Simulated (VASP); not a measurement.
Set up this calculation in VASP 6.6.1, as the native input.

```
Task                   : single point
Functional             : PBEsol
Potentials or basis    : VASP PAW PBE potentials, release 64 (B, N)
Cutoff                 : 520 eV
k mesh                 : 12 × 12 × 4
Occupations            : gaussian, width 0.05 eV
Spin                   : no spin polarisation
Dipole correction      : no
Further INCAR settings : ALGO = Normal; EDIFF = 1e-06; NBANDS = 16
```

The structure of BN lies in POSCAR:

```
BN
1.0
    2.4437761764      0.0000000000      0.0000000000
   -1.2218880882      2.1163722499      0.0000000000
    0.0000000000      0.0000000000      7.5607991121
B N
2 2
Direct
    0.3333333333      0.6666666667      0.2500000000
    0.6666666667      0.3333333333      0.7500000000
    0.3333333333      0.6666666667      0.7500000000
    0.6666666667      0.3333333333      0.2500000000
```

This cell differs from its parent crystal: volume 9.776 Å^3 an atom, c/a of the conventional cell 3.0939.

These files were run (other wordings do the same):

INCAR

```
ALGO = Normal ; EDIFF = 1E-6
ENCUT = 520 ; GGA = PS
ISIF = 2 ; ISMEAR = 0
LASPH = True ; LCHARG = False
LREAL = False ; LWAVE = False
NBANDS = 16 ; NELM = 80
PREC = Accurate ; SIGMA = 0.05
```

KPOINTS

```
k-points
0
Gamma
  12 12 4
```

Potentials or basis: VASP PAW PBE potentials, release 64 (B, N).

Command:

```console
$ cat potpaw_PBE.64/B/POTCAR potpaw_PBE.64/N/POTCAR > POTCAR
$ mpirun -np 1 vasp_std > vasp.out
```

It gave:

```
Pressure               : 17.4 GPa
Band gap on the k mesh : 4.45 eV, indirect (least direct gap 4.80 eV)
```

Caveat: the PAW data sets were made with another functional, which shifts forces and pressure a little; this functional lacks dispersion, which binds the layers, so the pressure and a relaxed spacing across them are unreliable.

Run time: 28 s on 1 thread of Intel(R) Xeon(R) Platinum 8559C (Emerald Rapids) (shared host), peak memory 0.15 GiB.
